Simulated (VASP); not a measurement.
A run of VASP 6.6.1 is set up as follows.

The input INCAR:

```
SYSTEM = LiCd3
PREC = Accurate
ENCUT = 520
EDIFF = 1E-8
ISMEAR = -1
SIGMA = 0.1
LREAL = .False.
LASPH = .True.
NELM = 100
ALGO = Normal
ISIF = 2
LWAVE = .False.
LCHARG = .False.
GGA = PS
NBANDS = 28
IBRION = 8
NSW = 1
```

The input KPOINTS:

```
regular mesh
0
Gamma
  7 7 7
  0 0 0
```

The input POSCAR:

```
LiCd3
1.0
    0.0000000000      3.3967100000      3.3967100000
    3.3967100000      0.0000000000      3.3967100000
    3.3967100000      3.3967100000      0.0000000000
Li Cd
1 3
Direct
    0.0000000000      0.0000000000      0.0000000000
    0.2500000000      0.2500000000      0.2500000000
    0.7500000000      0.7500000000      0.7500000000
    0.5000000000      0.5000000000      0.5000000000
```

Potentials or basis: VASP PAW PBE potentials, release 64 (Li_sv, Cd).

Launch:

```sh
$ cat potpaw_PBE.64/Li_sv/POTCAR potpaw_PBE.64/Cd/POTCAR > POTCAR
$ mpirun -np 1 vasp_std > vasp.out
```

Q: What does it give for the highest phonon frequency at Γ?

A: 257 cm⁻¹.

Phonon frequencies in cm⁻¹ (negative: imaginary):
| q point | frequencies |
| --- | --- |
| (0.000, 0.000, 0.000) | -1 -1 -1 85 85 85 113 113 113 257 257 257 |

Caveat: the cell stands under pressure or tension, which shifts response properties.
